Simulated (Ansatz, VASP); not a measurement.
HgPt3: VASP beside Ansatz

```
Hg Pt
1.0
     3.97269    0.00000    0.00000
     0.00000    3.97269    0.00000
     0.00000    0.00000    3.97269
Hg Pt
1 3
Direct
  0.00000 0.00000 0.00000
  0.00000 0.50000 0.50000
  0.50000 0.50000 0.00000
  0.50000 0.00000 0.50000
```

Alike in both runs: task relaxation of cell and atoms; functional LDA; k mesh 10 × 10 × 10; occupations gaussian, width 0.1 eV; no spin polarisation.

|  | VASP | Ansatz |
| --- | --- | --- |
| version | VASP 6.6.1 | Ansatz 0.2.0 |
| potentials or method | VASP PAW LDA potentials, release 64 (Hg, Pt), cutoff 600 eV | scalar-relativistic, plane waves, PAW |
| valence electrons in the cell | 42 | 74 |

|  | VASP | Ansatz | Ansatz less VASP |
| --- | --- | --- | --- |
| gap on the k mesh at the Fermi level, each at its own relaxed structure (eV) | none | none | - |
| relaxed volume (Å³/atom) | 15.79 | 15.67 | -0.116 |
| relaxed cell length with the largest relative difference (Å) | 3.982 | 3.973 | -0.0098 |

LDA's correlation is that of Perdew and Zunger in VASP and of Perdew and Wang (1992) in Ansatz. A gap of «none» marks a metal or a gap that the smearing closes. VASP's potentials hold 42 valence electrons a cell and Ansatz's 74, so a difference there can come from the potentials and not from the codes.

Neither program's run includes spin-orbit coupling.
